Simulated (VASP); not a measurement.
# SnSe2 (P-3m1) in VASP: notebook

Runs on SnSe2. Level: r2SCAN. Tasks: single point.

Program: VASP 6.6.1. These are calculated values, not measurements. Logs are shortened: lines on timing, memory, paths and dates and some standing lists are left out, and cuts for length are marked.

## (1) The cell of the first run

The structure is trigonal, space group P-3m1 (No. 164). Conventional cell: a = 3.902 Å, b = 3.902 Å, c = 6.109 Å, α = 90.00°, β = 90.00°, γ = 120.00°. Within 3.6 Å of Sn (site symmetry -3m) lie 6 Se at 2.74 Å. Se (site symmetry 3m) has 3 Sn at 2.74 Å within 3.6 Å.

## (2) Single point, r2SCAN (epitaxial xy strain +2.0%)

POSCAR

```
SnSe2
1.0
    3.9016523164      0.0000000000      0.0000000000
   -1.9508261582      3.3789300228      0.0000000000
    0.0000000000      0.0000000000      6.1090905550
Sn Se
1 2
Direct
    0.0000000000      0.0000000000      0.0000000000
    0.3333333333      0.6666666667      0.2539789913
    0.6666666667      0.3333333333      0.7460210087
```

INCAR.step1

```
SYSTEM = SnSe2
ALGO = Normal
EDIFF = 1E-4
ENCUT = 520
GGA = PE
ISMEAR = 0
LASPH = .True.
LCHARG = .False.
LREAL = .False.
LWAVE = .True.
NBANDS = 20
NELM = 60
PREC = Accurate
SIGMA = 0.01
```

INCAR.step2

```
SYSTEM = SnSe2
ALGO = Normal
EDIFF = 1E-7
ENCUT = 520
ISIF = 2
ISMEAR = 0
ISTART = 1
LASPH = .True.
LCHARG = .True.
LELF = .True.
LMIXTAU = .True.
LREAL = .False.
LVHAR = .True.
LWAVE = .False.
METAGGA = R2SCAN
NBANDS = 20
NELM = 60
PREC = Accurate
SIGMA = 0.01
```

KPOINTS

```
k-points
0
Gamma
  12 12 4
  0 0 0
```

Potentials or basis: VASP PAW PBE potentials, release 64 (Sn_d, Se).

Run with:

```console
> cat potpaw_PBE.64/Sn_d/POTCAR potpaw_PBE.64/Se/POTCAR > POTCAR
> cp INCAR.step1 INCAR
> mpirun -np 1 vasp_std > vasp.out
> cp INCAR.step2 INCAR
> mpirun -np 1 vasp_std > vasp.out
```

OUTCAR:

```text
SYSTEM = SnSe2
   EDIFF = 1E-7
   ENCUT = 520
   ISIF = 2
   ISMEAR = 0
   ISTART = 1
   LASPH = .True.
   LREAL = .False.
   METAGGA = R2SCAN
   NELM = 60
   PREC = Accurate

 ion  position               nearest neighbor table
   1  0.000  0.000  0.000-   2 2.74   3 2.74   3 2.74   2 2.74   3 2.74   2 2.74
   2  0.333  0.667  0.254-   1 2.74   1 2.74   1 2.74
   3  0.667  0.333  0.746-   1 2.74   1 2.74   1 2.74

  LATTYP: Found a hexagonal cell.
 ALAT       =     3.9016523164
 C/A-ratio  =     1.5657701045

  Lattice vectors:

 A1 = (   3.9016523164,   0.0000000000,   0.0000000000)
 A2 = (  -1.9508261582,   3.3789300228,   0.0000000000)
 A3 = (   0.0000000000,   0.0000000000,   6.1090905550)

Analysis of symmetry for initial positions (statically):
=====================================================================
 Subroutine PRICEL returns:
 Original cell was already a primitive cell.

 Routine SETGRP: Setting up the symmetry group for a
 hexagonal supercell.

 Subroutine GETGRP returns: Found 12 space group operations
 (whereof 12 operations were pure point group operations)
 out of a pool of 24 trial point group operations.

The static configuration has the point symmetry D_3d.

Analysis of symmetry for dynamics (positions and initial velocities):
=====================================================================
 Subroutine PRICEL returns:
 Original cell was already a primitive cell.

 Routine SETGRP: Setting up the symmetry group for a
 hexagonal supercell.

 Subroutine GETGRP returns: Found 12 space group operations
 (whereof 12 operations were pure point group operations)
 out of a pool of 24 trial point group operations.

The dynamic configuration has the point symmetry D_3d.

 Subroutine INISYM returns: Found 12 space group operations
 (whereof 12 operations are pure point group operations),
 and found     1 'primitive' translations

----------------------------------------------------------------------------------------

                                     Primitive cell

  volume of cell :      80.5386

  direct lattice vectors                    reciprocal lattice vectors
     3.901652316  0.000000000  0.000000000     0.256301669  0.147975838  0.000000000
    -1.950826158  3.378930023  0.000000000     0.000000000  0.295951675  0.000000000
     0.000000000  0.000000000  6.109090555     0.000000000  0.000000000  0.163690486

  length of vectors
     3.901652316  3.901652316  6.109090555     0.295951675  0.295951675  0.163690486

  position of ions in fractional coordinates (direct lattice)
     0.000000000  0.000000000  0.000000000
     0.333333333  0.666666667  0.253978991
     0.666666667  0.333333333  0.746021009

  ion indices of the primitive-cell ions
   primitive index   ion index
                 1           1
                 2           2
                 3           3

----------------------------------------------------------------------------------------

 KPOINTS: k-points

Automatic generation of k-mesh.
 Grid dimensions read from file:
 generate k-points for:   12   12    4

 Generating k-lattice:

  Cartesian coordinates                     Fractional coordinates (reciprocal lattice)
     0.021358472  0.012331320  0.000000000     0.083333333 -0.000000000  0.000000000
     0.000000000  0.024662640  0.000000000     0.000000000  0.083333333  0.000000000
     0.000000000  0.000000000  0.040922621     0.000000000  0.000000000  0.250000000

  Length of vectors
     0.024662640  0.024662640  0.040922621

  Shift w.r.t. Gamma in fractional coordinates (k-lattice)
     0.000000000  0.000000000  0.000000000

 Subroutine IBZKPT returns following result:
 ===========================================

 Found     69 irreducible k-points:

 Following reciprocal coordinates:
            Coordinates               Weight
  0.000000  0.000000  0.000000      1.000000
  0.083333  0.000000  0.000000      6.000000
  0.166667  0.000000  0.000000      6.000000
  0.250000  0.000000  0.000000      6.000000
  0.333333  0.000000  0.000000      6.000000
  0.416667  0.000000  0.000000      6.000000
[... 16 lines left out ...]
  0.166667  0.000000  0.250000      6.000000
  0.000000  0.166667  0.250000      6.000000
 [... further k-points ...]
   k-points           NKPTS =     69   k-points in BZ     NKDIM =     69   number of bands    NBANDS=     20
   number of dos      NEDOS =    301   number of ions     NIONS =      3
   total plane-waves  NPLWV =  43200
   dimension x,y,z NGX =    30 NGY =   30 NGZ =   48
   dimension x,y,z NGXF=    60 NGYF=   60 NGZF=   96
   ions per type =               1   2
   NGX,Y,Z   is equivalent  to a cutoff of  12.78, 12.78, 13.06 a.u.
   NGXF,Y,Z  is equivalent  to a cutoff of  25.57, 25.57, 26.12 a.u.
 SYSTEM =  SnSe2
   PREC   = accura    normal or accurate (medium, high low for compatibility)
   ISTART =      1    job   : 0-new  1-cont  2-samecut
   ICHARG =      0    charge: 1-file 2-atom 10-const
   ISPIN  =      1    spin polarized calculation?
   LNONCOLLINEAR =      F non collinear calculations
   LSORBIT =      F    spin-orbit coupling
   LASPH  =      T    aspherical Exc in radial PAW
   ENCUT  =  520.0 eV  38.22 Ry    6.18 a.u.   7.25  7.25 11.36*2*pi/ulx,y,z
   NELM   =     60;   NELMIN=  2; NELMDL=  0     # of ELM steps
   EDIFF  = 0.1E-06   stopping-criterion for ELM
   LREAL  =      F    real-space projection
   EDIFFG = 0.1E-05   stopping-criterion for IOM
   NSW    =      0    number of steps for IOM
   IBRION =     -1    ionic relax: 0-MD 1-quasi-New 2-CG
   NFREE  =      0    steps in history (QN), initial steepest desc. (CG)
   ISIF   =      2    stress and relaxation
   ISYM   =      2    0-nonsym 1-usesym 2-fastsym
   POTIM  = 0.5000    time-step for ionic-motion
   TEBEG  =    0.0;   TEEND  =   0.0 temperature during run
   PSTRESS=    0.0 pullay stress
   NELECT =      26.0000    total number of electrons
   NUPDOWN=      -1.0000    fix difference up-down
   EMIN   =  10.00;   EMAX   =-10.00  energy-range for DOS
   EFERMI =   0.00;   METHOD = LEGACY
   ISMEAR =     0;   SIGMA  =   0.01  broadening in eV -4-tet -1-fermi 0-gaus
   EFERMI_NEDOS =   21; number of points for ismear=-14 and -15
   IALGO  =     38    algorithm
   IMIX   =      4    mixing-type and parameters
     AMIX     =   0.40;   BMIX     =  1.00
     AMIX_MAG =   1.60;   BMIX_MAG =  1.00
  volume/ion in A,a.u.               =      26.85       181.17
  Fermi-wavevector in a.u.,A,eV,Ry     =   1.123047  2.122251 17.160131  1.261234
  Thomas-Fermi vector in A             =   2.259711
   LORBIT       =      0    0 simple, 1 ext, 2 COOP (PROOUT), +10 PAW based schemes
   METAGGA = R2SCAN    functional components
   LHFCALC =     F    Hartree Fock is set to
   AEXX    =    0.0000 exact exchange contribution
   IVDW    =     0    specifies the selected vdW correction
   LEPSILON=     F    determine dielectric tensor
   LRPA    =     F    only Hartree local field effects (RPA)
 non-spin polarized calculation
 Gauss-broadening in eV      SIGMA  =   0.01
  energy-cutoff  :      520.00
  volume of cell :       80.54
 maximum number of plane-waves:      2201
 NGX is ok and might be reduce to    30
   NGX = 15   NGY = 15   NGZ = 23

 number of electron      26.0000003 magnetization

 Free energy of the ion-electron system (eV)
  ---------------------------------------------------
  ext. energy  EPLUGINS =         0.00000000
  ---------------------------------------------------
  free energy    TOTEN  =       -54.61200616 eV

  energy without entropy =      -54.61200616  energy(sigma->0) =      -54.61200616

 E-fermi :   3.6434     XC(G=0):  -9.8340

 val. band max:        3.5938002312   @ k =   0.0833   0.0833   0.0000
 cond. band min:       4.4278575449   @ k =   0.0000   0.4167   0.2500
 fundamental gap:      0.8340573138
 Fermi energy:         3.6433724725

 k-point     1 :       0.0000    0.0000    0.0000
  band No.  band energies     occupation
      1     -18.4284      2.00000
      2     -18.4283      2.00000
      3     -18.3837      2.00000
      4     -18.3732      2.00000
      5     -18.3731      2.00000
      6     -10.6545      2.00000
[... 12 lines left out ...]
     19      12.8992      0.00000
     20      12.8992      0.00000

 k-point     2 :       0.0833    0.0000    0.0000
  band No.  band energies     occupation
      1     -18.4315      2.00000
      2     -18.4267      2.00000
      3     -18.3822      2.00000
      4     -18.3741      2.00000
      5     -18.3725      2.00000
      6     -10.5890      2.00000
[... 12 lines left out ...]
     19      12.5565      0.00000
     20      12.9824      0.00000

 k-point     3 :       0.1667    0.0000    0.0000
  band No.  band energies     occupation
      1     -18.4407      2.00000
      2     -18.4226      2.00000
      3     -18.3797      2.00000
      4     -18.3745      2.00000
      5     -18.3701      2.00000
      6     -10.3968      2.00000
[... 12 lines left out ...]
     19      12.2060      0.00000
     20      13.1481      0.00000

 k-point     4 :       0.2500    0.0000    0.0000
  band No.  band energies     occupation
      1     -18.4537      2.00000
      2     -18.4184      2.00000
      3     -18.3823      2.00000
      4     -18.3686      2.00000
      5     -18.3654      2.00000
      6     -10.0942      2.00000
[... 12 lines left out ...]
     19      12.1041      0.00000
     20      13.5513      0.00000

 k-point     5 :       0.3333    0.0000    0.0000
  band No.  band energies     occupation
      1     -18.4671      2.00000
      2     -18.4156      2.00000
      3     -18.3857      2.00000
      4     -18.3615      2.00000
      5     -18.3593      2.00000
      6      -9.7165      2.00000
[... 12 lines left out ...]
     19      12.7940      0.00000
     20      14.0398      0.00000
[... 353 lines left out ...]
      6     -10.4960      2.00000
[... 12 lines left out ...]
     19      12.4090      0.00000
     20      12.8193      0.00000

 k-point    22 :       0.0000    0.0833    0.2500
  band No.  band energies     occupation
      1     -18.4315      2.00000
      2     -18.4267      2.00000
      3     -18.3821      2.00000
      4     -18.3741      2.00000
      5     -18.3725      2.00000
      6     -10.4959      2.00000
[... 12 lines left out ...]
     19      12.3607      0.00000
     20      12.5260      0.00000

 k-point    23 :       0.1667    0.0000    0.2500
  band No.  band energies     occupation
      1     -18.4407      2.00000
      2     -18.4226      2.00000
      3     -18.3797      2.00000
      4     -18.3745      2.00000
      5     -18.3701      2.00000
      6     -10.3063      2.00000
[... 12 lines left out ...]
     19      12.3426      0.00000
     20      13.2714      0.00000

 k-point    24 :       0.0000    0.1667    0.2500
  band No.  band energies     occupation
      1     -18.4407      2.00000
      2     -18.4226      2.00000
      3     -18.3797      2.00000
      4     -18.3745      2.00000
      5     -18.3701      2.00000
      6     -10.3059      2.00000
[... 12 lines left out ...]
     19      12.0915      0.00000
     20      12.7655      0.00000

 [... further k-points ...]

------------------------ aborting loop because EDIFF is reached ----------------------------------------

  FORCE on cell =-STRESS in cart. coord.  units (eV):
  Direction    XX          YY          ZZ          XY          YZ          ZX
  --------------------------------------------------------------------------------------
  -------------------------------------------------------------------------------------
  Total       -0.7236449     -0.7236449      0.4407568      0.0000000      0.0000000      0.0000000
  in kB      -14.3956655    -14.3956655      8.7680963      0.0000000      0.0000000      0.0000000
  external PRESSURE =      -6.6744115 kB  Pullay stress =       0.0000000 kB

 VOLUME and BASIS-vectors are now :
 -----------------------------------------------------------------------------
  energy-cutoff  :      520.00
  volume of cell :       80.54
      direct lattice vectors                 reciprocal lattice vectors
     3.901652316  0.000000000  0.000000000     0.256301669  0.147975838  0.000000000
    -1.950826158  3.378930023  0.000000000     0.000000000  0.295951675  0.000000000
     0.000000000  0.000000000  6.109090555     0.000000000  0.000000000  0.163690486

 POSITION                                       TOTAL-FORCE (eV/Angst)
 -----------------------------------------------------------------------------------
      0.00000      0.00000      0.00000        -0.000000      0.000000      0.000000
     -0.00000      2.25262      1.55158         0.000000      0.000000     -0.021276
      1.95083      1.12631      4.55751        -0.000000     -0.000000      0.021276
 -----------------------------------------------------------------------------------
    total drift:                               -0.000000     -0.000000     -0.000000

  FREE ENERGIE OF THE ION-ELECTRON SYSTEM (eV)
  ---------------------------------------------------
  free  energy   TOTEN  =       -54.6120061616 eV

  energy  without entropy=      -54.6120061616  energy(sigma->0) =      -54.61200616
```

Wall time 5.3 min (1 thread of AMD EPYC 9R45 (Zen 5), shared host); peak memory 0.25 GiB.

What came out:

```yaml
Free_energy: -54.6120 eV
Pressure: -0.7 GPa
Largest_force: 0.021 eV/Å
Band_gap_on_the_k_mesh: 0.83 eV (least direct gap 1.01 eV)
```

Forces in eV/Å, atoms in the order of the input:
```
Sn   0.000  0.000  0.000
Se   0.000  0.000 -0.021
Se   0.000  0.000  0.021
```

Caveat: the cell differs from its parent crystal (epitaxial xy strain +2.0%); the PAW data sets were made with another functional, which shifts forces and pressure a little; spin-orbit coupling is left out, which moves the levels of the heavy elements.

(Continued in part 2 of 2.)
